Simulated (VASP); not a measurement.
Write the native input for VASP 6.6.1 that does the following.

```
Task                   : single point
Functional             : PBE
Potentials or basis    : VASP PAW PBE potentials, release 64 (Sc_sv, Si, O)
Cutoff                 : 520 eV
k mesh                 : 10 × 10 × 10
Occupations            : gaussian, width 0.1 eV
Spin                   : no spin polarisation
Dipole correction      : no
Further INCAR settings : ALGO = Normal; EDIFF = 1e-06; NBANDS = 26
```

The structure of ScSi4O lies in POSCAR:

```
ScSi4O
1.0
    0.0000000000      3.5074322875      3.5074322875
    3.5074322875      0.0000000000      3.5074322875
    3.5074322875      3.5074322875      0.0000000000
Sc Si O
1 4 1
Direct
    0.7500000000      0.7500000000      0.7500000000
    0.8789019609      0.3736993464      0.3736993464
    0.3736993464      0.3736993464      0.3736993464
    0.3736993464      0.8789019609      0.3736993464
    0.3736993464      0.3736993464      0.8789019609
    0.0000000000      0.0000000000      0.0000000000
```

The cell was built from a structure type or drawn by symmetry, and may not be a known phase.

These files were run (other wordings do the same):

INCAR

```
PREC     = Accurate       # precision mode
ENCUT    = 520            # plane-wave cutoff, eV
EDIFF    = 1E-6           # SCF threshold, eV
ISMEAR   = 0              # smearing method
SIGMA    = 0.1            # smearing width, eV
LREAL    = False          # projectors in reciprocal space
LASPH    = True           # aspherical terms in the spheres
NELM     = 100            # most SCF steps
ALGO     = Normal         # electronic algorithm
ISIF     = 2              # what is computed and relaxed
LWAVE    = False          # write WAVECAR
LCHARG   = True           # write CHGCAR
GGA      = PE             # functional
LELF     = True           # ELF
LVHAR    = True         
NBANDS   = 26             # bands
```

KPOINTS

```
regular mesh
0
Gamma
  10 10 10
```

Potentials or basis: VASP PAW PBE potentials, release 64 (Sc_sv, Si, O).

The run is started by

```sh
$ cat potpaw_PBE.64/Sc_sv/POTCAR potpaw_PBE.64/Si/POTCAR potpaw_PBE.64/O/POTCAR > POTCAR
$ mpirun -np 1 vasp_std > vasp.out
```

Results of the run:

| Quantity | Value |
| --- | --- |
| Pressure | 0.0 GPa |
| Band gap on the k mesh | zero (an odd number of electrons rules out a gap without spin polarisation) |

Caveat: an odd number of electrons without spin polarisation forces a metal; a magnetic or distorted state may lie lower.

Wall time 4.5 min on 1 thread of Intel Xeon 8259CL (shared host), peak memory 0.3 GiB.
